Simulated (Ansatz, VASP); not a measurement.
# Sr in VASP and in Ansatz

File POSCAR:

```
Sr
1.0
   -2.4106500000      2.4106500000      2.4844403632
    2.4106500000     -2.4106500000      2.4844403632
    2.4106500000      2.4106500000     -2.4844403632
Sr
1
Direct
    0.0000000000      0.0000000000      0.0000000000
```

The input INCAR.step1:

```
ALGO     = Normal         # electronic algorithm
EDIFF    = 1E-4           # SCF threshold, eV
ENCUT    = 520            # plane-wave cutoff, eV
GGA      = PE             # functional
ISMEAR   = -1             # smearing method
LASPH    = True           # aspherical terms in the spheres
LCHARG   = False          # write CHGCAR
LREAL    = False          # projectors in reciprocal space
LWAVE    = True           # write WAVECAR
NBANDS   = 11             # bands
NELM     = 80             # most SCF steps
PREC     = Accurate       # precision mode
SIGMA    = 0.3            # smearing width, eV
```

File INCAR.step2:

```
ALGO     = Normal         # electronic algorithm
EDIFF    = 1E-6           # SCF threshold, eV
ENCUT    = 520            # plane-wave cutoff, eV
ISIF     = 2              # what is computed and relaxed
ISMEAR   = -1             # smearing method
ISTART   = 1            
LASPH    = True           # aspherical terms in the spheres
LCHARG   = False          # write CHGCAR
LMIXTAU  = True         
LREAL    = False          # projectors in reciprocal space
LWAVE    = False          # write WAVECAR
METAGGA  = R2SCAN         # meta-GGA
NBANDS   = 11             # bands
NELM     = 80             # most SCF steps
PREC     = Accurate       # precision mode
SIGMA    = 0.3            # smearing width, eV
```

The input KPOINTS:

```
k-points
0
Gamma
  10 10 10
```

Input for Ansatz:

```yaml
crystal:
  lattice:
    - [-2.41065, 2.41065, 2.484440363228242]
    - [2.41065, -2.41065, 2.484440363228242]
    - [2.41065, 2.41065, -2.484440363228242]
  atoms:
    - { symbol: Sr, position: [0.0, 0.0, 0.0] }
basis:
  ecutwfc: 630.0
kpoints:
  mp_grid:
    grid: [10, 10, 10]
hamiltonian:
  xc: r2scan
scf:
  n_extra_bands: 2
  convergence:
    dr2_threshold: 1.0e-08
  occupations:
    method: fermi_dirac
    width: 0.3
output:
  stress: true
```

Alike in both runs: task single point; functional r2SCAN; k mesh 10 × 10 × 10; occupations fermi-dirac, width 0.3 eV; no spin polarisation.

```csv
,VASP,Ansatz
version,VASP 6.6.1,Ansatz 0.2.0
potentials or method,"VASP PAW PBE potentials, release 64 (Sr_sv), cutoff 520 eV","plane waves, PAW"
valence electrons in the cell,10,10
```

```csv
,VASP,Ansatz,Ansatz less VASP
gap on the k mesh at the Fermi level (eV),none,none,-
pressure (GPa),-0.2,-0.2,-0.02
"traceless stress, the component that is largest in VASP (GPa)",-0.06,-0.06,+0.001
```

VASP's potentials were made for PBE, not for r2SCAN. A gap of «none» marks a metal or a gap that the smearing closes. The functional is the same, so the differences come from potentials, cutoffs and numerics. Ansatz's warnings: stress scf threshold loose.
